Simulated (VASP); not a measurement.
# HfN (Fm-3m) in VASP: further runs

Runs on HfN. Level: PBE. Tasks: vibrations by perturbation theory, elastic constants.

Program: VASP 6.6.1. These are calculated values, not measurements. Logs are shortened: lines on timing, memory, paths and dates and some standing lists are left out, and cuts for length are marked.

## 1. The cell of the first run

It takes space group Fm-3m (No. 225, cubic). Conventional cell: a = 4.579 Å, b = 4.579 Å, c = 4.579 Å, α = 90.00°, β = 90.00°, γ = 90.00°. Hf (site symmetry m-3m) has 6 N at 2.29 Å within 3.0 Å. Within 3.0 Å of N (site symmetry m-3m) lie 6 Hf at 2.29 Å.

## 2. Vibrations by perturbation theory, PBE (12.00 Å³/atom)

Contents of INCAR:

```
PREC = Accurate
ENCUT = 520
EDIFF = 1E-8
ISMEAR = -1
SIGMA = 0.15
LREAL = False
LASPH = True
NELM = 100
ALGO = Normal
ISIF = 2
LWAVE = False
LCHARG = False
GGA = PE
NBANDS = 14
IBRION = 8
NSW = 1
```

Contents of KPOINTS:

```
regular mesh
0
Gamma
  16 16 16
```

Contents of POSCAR:

```
HfN
1.0
    0.0000000000      2.2894226648      2.2894226648
    2.2894226648      0.0000000000      2.2894226648
    2.2894226648      2.2894226648      0.0000000000
Hf N
1 1
Direct
    0.0000000000      0.0000000000      0.0000000000
    0.5000000000      0.5000000000      0.5000000000
```

Potentials or basis: VASP PAW PBE potentials, release 64 (Hf_pv, N).

On the command line:

```bash
> cat potpaw_PBE.64/Hf_pv/POTCAR potpaw_PBE.64/N/POTCAR > POTCAR
> mpirun -np 1 vasp_std > vasp.out
```

OUTCAR:

```text
PREC = Accurate
   ENCUT = 520
   EDIFF = 1E-8
   ISMEAR = -1
   LREAL = False
   LASPH = True
   NELM = 100
   ISIF = 2
   GGA = PE
   IBRION = 8
   NSW = 1

 ion  position               nearest neighbor table
   1  0.000  0.000  0.000-   2 2.29   2 2.29   2 2.29   2 2.29   2 2.29   2 2.29
   2  0.500  0.500  0.500-   1 2.29   1 2.29   1 2.29   1 2.29   1 2.29   1 2.29

  LATTYP: Found a face centered cubic cell.
 ALAT       =     4.5788453296

  Lattice vectors:

 A1 = (   0.0000000000,   2.2894226648,   2.2894226648)
 A2 = (   2.2894226648,   0.0000000000,   2.2894226648)
 A3 = (   2.2894226648,   2.2894226648,   0.0000000000)

Analysis of symmetry for initial positions (statically):
=====================================================================
 Subroutine PRICEL returns:
 Original cell was already a primitive cell.

 Routine SETGRP: Setting up the symmetry group for a
 face centered cubic supercell.

 Subroutine GETGRP returns: Found 48 space group operations
 (whereof 48 operations were pure point group operations)
 out of a pool of 48 trial point group operations.

The static configuration has the point symmetry O_h .

Analysis of symmetry for dynamics (positions and initial velocities):
=====================================================================
 Subroutine PRICEL returns:
 Original cell was already a primitive cell.

 Routine SETGRP: Setting up the symmetry group for a
 face centered cubic supercell.

 Subroutine GETGRP returns: Found 48 space group operations
 (whereof 48 operations were pure point group operations)
 out of a pool of 48 trial point group operations.

The dynamic configuration has the point symmetry O_h .

 Subroutine INISYM returns: Found 48 space group operations
 (whereof 48 operations are pure point group operations),
 and found     1 'primitive' translations

----------------------------------------------------------------------------------------

[... 566 lines left out ...]
  external PRESSURE =     -72.4908077 kB  Pullay stress =       0.0000000 kB

 VOLUME and BASIS-vectors are now :
 -----------------------------------------------------------------------------
  energy-cutoff  :      520.00
  volume of cell :       24.00
      direct lattice vectors                 reciprocal lattice vectors
     0.000000000  2.289422665  2.289422665    -0.218395671  0.218395671  0.218395671
     2.289422665  0.000000000  2.289422665     0.218395671 -0.218395671  0.218395671
     2.289422665  2.289422665  0.000000000     0.218395671  0.218395671 -0.218395671

 POSITION                                       TOTAL-FORCE (eV/Angst)
 -----------------------------------------------------------------------------------
      0.00000      0.00000      0.00000         0.000000      0.000000      0.000000
      2.28942      2.28942      2.28942        -0.000000     -0.000000     -0.000000
 -----------------------------------------------------------------------------------
    total drift:                                0.000000     -0.000000     -0.000000

  FREE ENERGIE OF THE ION-ELECTRON SYSTEM (eV)
  ---------------------------------------------------
  free  energy   TOTEN  =       -21.7651024891 eV

  energy  without entropy=      -21.7194433123  energy(sigma->0) =      -21.74227290

[... ionic steps 2 to 3 ...]

--------------------------------------- Ionic step        4  -------------------------------------------

------------------------ aborting loop because EDIFF is reached ----------------------------------------

[... ionic steps 5 to 6 ...]

--------------------------------------- Ionic step        7  -------------------------------------------

 Free energy of the ion-electron system (eV)
  ---------------------------------------------------
  ---------------------------------------------------
  free energy    TOTEN  =        -0.23317800 eV

  energy without entropy =       -0.23317800

------------------------ aborting loop because EDIFF is reached ----------------------------------------

 INTERNAL STRAIN TENSOR  FOR ION    2  DIRECTION 1   (eV/Angst):
 -----------------------------------------------------------------------------
    -0.01729  0.00000 -0.00000
     0.00000  0.00734  0.00000
     0.00000  0.00000  0.00734

 INTERNAL STRAIN TENSOR FOR ION    2 for displacements in x,y,z  (eV/Angst):
          X           Y           Z          XY          YZ          ZX
  --------------------------------------------------------------------------------
  x     0.00000     0.00000     0.00000     0.00000     0.00000     0.00000
  y     0.00000     0.00000     0.00000     0.00000     0.00000     0.00000
  z     0.00000     0.00000     0.00000     0.00000     0.00000     0.00000

 SECOND DERIVATIVES (NOT SYMMETRIZED)
 ------------------------------------
               1X          1Y          1Z          2X          2Y          2Z
  1X   -10.005069    0.000000    0.000000   10.005069    0.000000    0.000000
  1Y     0.000000  -10.005069    0.000000    0.000000   10.005069    0.000000
  1Z     0.000000    0.000000  -10.005069    0.000000    0.000000   10.005069
  2X     9.992501    0.000000    0.000000   -9.992501    0.000000    0.000000
  2Y     0.000000    9.992501    0.000000    0.000000   -9.992501    0.000000
  2Z     0.000000    0.000000    9.992501    0.000000    0.000000   -9.992501

 Eigenvectors and eigenvalues of the dynamical matrix
 ----------------------------------------------------

   1 f  =   13.715967 THz    86.179962 2PiTHz  457.515410 cm-1    56.724656 meV
             X         Y         Z           dx          dy          dz
      0.000000  0.000000  0.000000     0.000000   -0.269853   -0.000000
      2.289423  2.289423  2.289423     0.000000    0.962901   -0.000000
[... 21 lines left out ...]
   6 f/i=    0.002240 THz     0.014074 2PiTHz    0.074716 cm-1     0.009264 meV
             X         Y         Z           dx          dy          dz
      0.000000  0.000000  0.000000    -0.696107    0.603471    0.280068
      2.289423  2.289423  2.289423    -0.195084    0.169123    0.078489

--------------------------------------------------------------------------------------------------------

 ELASTIC MODULI CONTR FROM IONIC RELAXATION (kBar)
 Direction    XX          YY          ZZ          XY          YZ          ZX
 --------------------------------------------------------------------------------
 XX           0.0000      0.0000      0.0000      0.0000      0.0000      0.0000
 YY           0.0000      0.0000      0.0000      0.0000      0.0000      0.0000
 ZZ           0.0000      0.0000      0.0000      0.0000      0.0000      0.0000
 XY           0.0000      0.0000      0.0000      0.0000      0.0000      0.0000
 YZ           0.0000      0.0000      0.0000      0.0000      0.0000      0.0000
 ZX           0.0000      0.0000      0.0000      0.0000      0.0000      0.0000
 --------------------------------------------------------------------------------
```

stdout:

```text
POSCAR found type information on POSCAR HfN
 POSCAR found :  2 types and       2 ions
 scaLAPACK will be used
 LDA part: xc-table for (Slater+PW92), standard interpolation
 POSCAR, INCAR and KPOINTS ok, starting setup
 FFT: planning ... GRIDC
 FFT: planning ... GRID_SOFT
 FFT: planning ... GRID
 WAVECAR not read
 entering main loop
 Linear response reoptimize wavefunctions to high precision
 Linear response DOF=           2
 Linear response progress:
 first order change of Fermi-energy   0.17045E-03
 force on displaced ion       1 direction 1 : -10.005   0.000   0.000
 Linear response progress:
 first order change of Fermi-energy   0.73051E-04
 force on displaced ion       2 direction 1 :  -9.993   0.000   0.000
 Linear response finished
```

It took 2 min on 1 thread of Intel Xeon 6975P-C (Granite Rapids), shared host; peak memory 0.4 GiB.

What came out:

```yaml
Highest_phonon_frequency_at_Γ: 458 cm⁻¹
```

Phonon frequencies in cm⁻¹ (negative: imaginary):
```
              q point        frequencies
(0.000, 0.000, 0.000)  0 0 0 458 458 458
```

Caveat: the cell stands under pressure or tension, which shifts response properties; spin-orbit coupling is left out, which moves the levels of the heavy elements.

## 3. Elastic constants, PBE

This run uses another cell than the first one, of 11.32 Å³/atom.

Contents of INCAR:

```
SYSTEM = HfN
PREC = Accurate ; ENCUT = 600
EDIFF = 1E-8 ; ISMEAR = -1
SIGMA = 0.15 ; LREAL = .FALSE.
LASPH = .TRUE. ; NELM = 100
ALGO = Normal ; ISIF = 3
LWAVE = .FALSE. ; LCHARG = .FALSE.
GGA = PE ; NBANDS = 14
IBRION = 6 ; NFREE = 2
POTIM = 0.015 ; NSW = 1
```

Contents of KPOINTS:

```
Automatic mesh
0
G
  16 16 16
  0 0 0
```

Contents of POSCAR:

```
HfN
1.0
    0.0000000000      2.2452822811      2.2452822811
    2.2452822811      0.0000000000      2.2452822811
    2.2452822811      2.2452822811      0.0000000000
Hf N
1 1
Direct
    0.0000000000      0.0000000000      0.0000000000
    0.5000000000      0.5000000000      0.5000000000
```

Potentials or basis: VASP PAW PBE potentials, release 64 (Hf_pv, N).

On the command line:

```bash
> cat potpaw_PBE.64/Hf_pv/POTCAR potpaw_PBE.64/N/POTCAR > POTCAR
> mpirun -np 1 vasp_std > vasp.out
```

OUTCAR:

```text
SYSTEM = HfN
   PREC = Accurate
   ENCUT = 600
   EDIFF = 1E-8
   ISMEAR = -1
   LREAL = .FALSE.
   LASPH = .TRUE.
   NELM = 100
   ISIF = 3
   GGA = PE
   IBRION = 6
   NFREE = 2
   POTIM = 0.015
   NSW = 1

 ion  position               nearest neighbor table
   1  0.000  0.000  0.000-   2 2.25   2 2.25   2 2.25   2 2.25   2 2.25   2 2.25
   2  0.500  0.500  0.500-   1 2.25   1 2.25   1 2.25   1 2.25   1 2.25   1 2.25

[... 857 lines left out ...]
      0.000000  0.000000  0.000000     0.269689    0.000000    0.000000
      2.245282  2.245282  2.245282    -0.962948    0.000000    0.000000
[... 21 lines left out ...]
   6 f/i=    0.000116 THz     0.000727 2PiTHz    0.003860 cm-1     0.000479 meV
             X         Y         Z           dx          dy          dz
      0.000000  0.000000  0.000000     0.210814    0.903221    0.258876
      2.245282  2.245282  2.245282     0.059042    0.252961    0.072502

--------------------------------------------------------------------------------------------------------

 ELASTIC MODULI CONTR FROM IONIC RELAXATION (kBar)
 Direction    XX          YY          ZZ          XY          YZ          ZX
 --------------------------------------------------------------------------------
 XX           0.0000      0.0000      0.0000      0.0000      0.0000      0.0000
 YY           0.0000      0.0000      0.0000      0.0000      0.0000      0.0000
 ZZ           0.0000      0.0000      0.0000      0.0000      0.0000      0.0000
 XY           0.0000      0.0000      0.0000      0.0000      0.0000      0.0000
 YZ           0.0000      0.0000      0.0000      0.0000      0.0000      0.0000
 ZX           0.0000      0.0000      0.0000      0.0000      0.0000      0.0000
 --------------------------------------------------------------------------------

 TOTAL ELASTIC MODULI (kBar)
 Direction    XX          YY          ZZ          XY          YZ          ZX
 --------------------------------------------------------------------------------
 XX        6655.4992   1139.0927   1139.0927      0.0000     -0.0000      0.0000
 YY        1139.0927   6655.4992   1139.0927     -0.0000      0.0000      0.0000
 ZZ        1139.0927   1139.0927   6655.4992     -0.0000     -0.0000     -0.0000
 XY           0.0000     -0.0000     -0.0000   1266.5914      0.0000     -0.0000
 YZ          -0.0000      0.0000     -0.0000      0.0000   1266.5914      0.0000
 ZX           0.0000      0.0000     -0.0000     -0.0000      0.0000   1266.5914
 --------------------------------------------------------------------------------
```

OSZICAR:

```text
N       E                     dE             d eps       ncg     rms          rms(c)
DAV:   1     0.447494376542E+02    0.44749E+02   -0.85539E+03  4060   0.114E+03
DAV:   2    -0.224694553559E+02   -0.67219E+02   -0.62720E+02  5246   0.262E+02
DAV:   3    -0.247562688068E+02   -0.22868E+01   -0.22715E+01  4930   0.404E+01
DAV:   4    -0.247659671460E+02   -0.96983E-02   -0.96966E-02  4684   0.285E+00
[... 197 lines left out ...]
DAV:   4    -0.217626657191E+02   -0.11306E-04   -0.20304E-04 11998   0.105E-01    0.401E-02
DAV:   5    -0.217626636105E+02    0.21086E-05   -0.56024E-06 11428   0.216E-02    0.104E-02
DAV:   6    -0.217626633117E+02    0.29889E-06   -0.98986E-07 11752   0.855E-03    0.382E-03
DAV:   7    -0.217626633065E+02    0.51148E-08   -0.11303E-07 11560   0.286E-03    0.861E-04
DAV:   8    -0.217626633052E+02    0.12915E-08   -0.19070E-09  5912   0.445E-04
  17 F= -.21762663E+02 E0= -.21741404E+02  d E =-.425192E-01
```

Wall time 25 min (1 thread of Intel Xeon 6975P-C (Granite Rapids), shared host); peak memory 0.8 GiB.

What came out:

| Property | Result |
| --- | --- |
| Elastic constants C11, C12, C44 | 666, 114, 127 GPa |
| Voigt bulk modulus | 298 GPa |
| Highest phonon frequency at Γ | 515 cm⁻¹ |

Phonon frequencies in cm⁻¹ (negative: imaginary):
| q point | frequencies |
| --- | --- |
| (0.000, 0.000, 0.000) | 0 0 0 515 515 515 |

Elastic tensor in Voigt notation (GPa, in the Cartesian axes of the cell as first typed):
```
666 114 114   0   0   0
114 666 114   0   0   0
114 114 666   0   0   0
  0   0   0 127   0   0
  0   0   0   0 127   0
  0   0   0   0   0 127
```

Clamped-ion elastic tensor (GPa):
```
666 114 114   0   0   0
114 666 114   0   0   0
114 114 666   0   0   0
  0   0   0 127   0   0
  0   0   0   0 127   0
  0   0   0   0   0 127
```

Caveat: the cell is under stress, which shifts elastic constants; spin-orbit coupling is left out, which moves the levels of the heavy elements.

## 4. Vibrations by perturbation theory, PBE

This run uses another cell than the first one, of 11.59 Å³/atom.

Contents of INCAR:

```
PREC     = Accurate       # precision mode
ENCUT    = 520            # plane-wave cutoff, eV
EDIFF    = 1E-8           # SCF threshold, eV
ISMEAR   = -1             # smearing method
SIGMA    = 0.15           # smearing width, eV
LREAL    = False          # projectors in reciprocal space
LASPH    = True           # aspherical terms in the spheres
NELM     = 60             # most SCF steps
ALGO     = Normal         # electronic algorithm
ISIF     = 2              # what is computed and relaxed
LWAVE    = False          # write WAVECAR
LCHARG   = False          # write CHGCAR
GGA      = PE             # functional
NBANDS   = 14             # bands
IBRION   = 8              # ionic algorithm
NSW      = 1              # ionic steps
```

Contents of KPOINTS:

```
regular mesh
0
Gamma
  16 16 16
```

Contents of POSCAR:

```
HfN
1.0
    0.0000000000      2.2631927098      2.2631927098
    2.2631927098      0.0000000000      2.2631927098
    2.2631927098      2.2631927098      0.0000000000
Hf N
1 1
Direct
    0.0000000000      0.0000000000      0.0000000000
    0.5000000000      0.5000000000      0.5000000000
```

Potentials or basis: VASP PAW PBE potentials, release 64 (Hf_pv, N).

On the command line:

```bash
> cat potpaw_PBE.64/Hf_pv/POTCAR potpaw_PBE.64/N/POTCAR > POTCAR
> mpirun -np 1 vasp_std > vasp.out
```

OUTCAR:

```text
PREC = Accurate
   ENCUT = 520
   EDIFF = 1E-8
   ISMEAR = -1
   LREAL = False
   LASPH = True
   NELM = 60
   ISIF = 2
   GGA = PE
   IBRION = 8
   NSW = 1

 ion  position               nearest neighbor table
   1  0.000  0.000  0.000-   2 2.26   2 2.26   2 2.26   2 2.26   2 2.26   2 2.26
   2  0.500  0.500  0.500-   1 2.26   1 2.26   1 2.26   1 2.26   1 2.26   1 2.26

  LATTYP: Found a face centered cubic cell.
 ALAT       =     4.5263854196

  Lattice vectors:

[... 662 lines left out ...]
               1X          1Y          1Z          2X          2Y          2Z
  1X   -11.544959    0.000000    0.000000   11.544959    0.000000    0.000000
  1Y     0.000000  -11.544959    0.000000    0.000000   11.544959    0.000000
  1Z     0.000000    0.000000  -11.544959    0.000000    0.000000   11.544959
  2X    11.544930    0.000000    0.000000  -11.544930    0.000000    0.000000
  2Y     0.000000   11.544930    0.000000    0.000000  -11.544930    0.000000
  2Z     0.000000    0.000000   11.544930    0.000000    0.000000  -11.544930

 Eigenvectors and eigenvalues of the dynamical matrix
 ----------------------------------------------------

   1 f  =   14.742297 THz    92.628583 2PiTHz  491.750091 cm-1    60.969213 meV
             X         Y         Z           dx          dy          dz
      0.000000  0.000000  0.000000     0.000000    0.269696    0.000000
      2.263193  2.263193  2.263193     0.000000   -0.962945    0.000000
[... 21 lines left out ...]
   6 f/i=    0.000005 THz     0.000030 2PiTHz    0.000160 cm-1     0.000020 meV
             X         Y         Z           dx          dy          dz
      0.000000  0.000000  0.000000     0.000000    0.000000    0.962945
      2.263193  2.263193  2.263193     0.000000    0.000000    0.269696

--------------------------------------------------------------------------------------------------------

 ELASTIC MODULI CONTR FROM IONIC RELAXATION (kBar)
 Direction    XX          YY          ZZ          XY          YZ          ZX
 --------------------------------------------------------------------------------
 XX           0.0000      0.0000      0.0000      0.0000      0.0000      0.0000
 YY           0.0000      0.0000      0.0000      0.0000      0.0000      0.0000
 ZZ           0.0000      0.0000      0.0000      0.0000      0.0000      0.0000
 XY           0.0000      0.0000      0.0000      0.0000      0.0000      0.0000
 YZ           0.0000      0.0000      0.0000      0.0000      0.0000      0.0000
 ZX           0.0000      0.0000      0.0000      0.0000      0.0000      0.0000
 --------------------------------------------------------------------------------
```

Run time: 3.4 min. Hardware: 1 thread of AMD EPYC 9R45 (Zen 5), shared host; peak memory 0.35 GiB.

Results:

| Quantity | Value |
| --- | --- |
| Highest phonon frequency at Γ | 492 cm⁻¹ |

Phonon frequencies in cm⁻¹ (negative: imaginary):
```
              q point        frequencies
(0.000, 0.000, 0.000)  0 0 0 492 492 492
```

Caveat: the cell stands under pressure or tension, which shifts response properties; spin-orbit coupling is left out, which moves the levels of the heavy elements.
